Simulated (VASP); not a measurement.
Cl:

```
CELL_PARAMETERS angstrom
3.09523 -1.98798 0.00000
3.09523 1.98798 0.00000
0.00000 0.00000 8.18566
ATOMIC_POSITIONS crystal
Cl 0.87651 0.12349 0.60752
Cl 0.12349 0.87651 0.39248
Cl 0.62349 0.37651 0.10752
Cl 0.37651 0.62349 0.89248
```

This cell differs from its parent crystal: epitaxial xy strain -1.0%.

Base run:

| Quantity | Value |
| --- | --- |
| Program | VASP 6.6.1 |
| Functional | PBE |
| Potentials or basis | VASP PAW PBE potentials, release 64 (Cl) |
| Cutoff | 520 eV |
| k mesh | 8 × 8 × 4 |
| Occupations | fermi-dirac, width 0.02 eV |
| Spin | no spin polarisation |

Its results: band gap on the k mesh 2.18 eV; pressure 2.0 GPa; largest force 0.040 eV/Å.

**Question.** The run is repeated on the same cell with these changes: functional from PBE to r2SCAN; occupations from fermi-dirac, width 0.02 eV to gaussian, width 0.01 eV. What comes out?

**Answer.** Band gap on the k mesh 2.53 eV; pressure 0.4 GPa; largest force 0.234 eV/Å.

Caveats: this functional lacks dispersion, which holds the molecules together, so the pressure and a relaxed volume are unreliable (at least some runs); the PAW data sets were made with another functional, which shifts forces and pressure a little (at least some runs).

A k mesh can miss the band edges.
